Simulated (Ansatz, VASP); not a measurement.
**One calculation of Te, two programs**

File INCAR:

```
  PREC = Accurate
  ENCUT = 520
  EDIFF = 1E-7
  ISMEAR = -1
  SIGMA = 0.1
  LREAL = F
  LASPH = T
  NELM = 80
  ALGO = Normal
  ISIF = 2
  LWAVE = F
  LCHARG = T
  GGA = PE
  LELF = T
  LVHAR = T
  NBANDS = 16
```

Contents of KPOINTS:

```
Automatic mesh
0
Gamma
  8 8 11
```

POSCAR

```
Te
1.0
    5.6890093764      0.0000000000      0.0000000000
   -2.8445046882      4.9268266424      0.0000000000
    0.0000000000      0.0000000000      3.3590496622
Te
3
Direct
    1.0000000000      0.0000000000      0.0000000000
    0.3333333333      0.6666666667      0.5000000000
    0.6666666667      0.3333333333      0.5000000000
```

Input for Ansatz:

```yaml
crystal:
  lattice:
    - [5.6890093764, 0.0, 0.0]
    - [-2.8445046882, 4.9268266424, 0.0]
    - [0.0, 0.0, 3.3590496622]
  atoms:
    - { symbol: Te, position: [1.0, 0.0, 0.0] }
    - { symbol: Te, position: [0.3333333333, 0.6666666667, 0.5] }
    - { symbol: Te, position: [0.6666666667, 0.3333333333, 0.5] }
hamiltonian:
  xc: pbe
  pseudopotentials:
    kind: paw
    azcp:
      Te: "pseudopotentials/Te.paw.azcp"
basis:
  ecutwfc: 420
  fft_grid_basis: typed
kpoints:
  mp_grid: { grid: [8, 8, 11], shift: [0, 0, 0] }
magnetization:
  spin_polarized: false
scf:
  occupations: { method: fermi_dirac, width: 0.1 }
  lower_state_search: "off"
output:
  stress: true
  write_density: true
  write_potential: true
  elf: true
  volumetric_format: npy
```

Alike in both runs: task single point; functional PBE; k mesh 8 × 8 × 11; occupations fermi-dirac, width 0.1 eV; no spin polarisation.

```csv
,VASP,Ansatz
version,VASP 6.6.1,Ansatz 0.2.0
potentials or method,"VASP PAW PBE potentials, release 64 (Te), cutoff 520 eV","plane waves (420 eV) with PAW, scalar-relativistic"
valence electrons in the cell,18,48
```

```tsv
	VASP	Ansatz	Ansatz less VASP
pressure (GPa)	-3.5	-3.5	+0.07
traceless stress, the component that is largest in VASP (GPa)	-1.18	-1.18	+0.001
```

VASP's potentials hold 18 valence electrons a cell and Ansatz's 48, so a difference there can come from the potentials and not from the codes.

Neither program's run includes spin-orbit coupling.
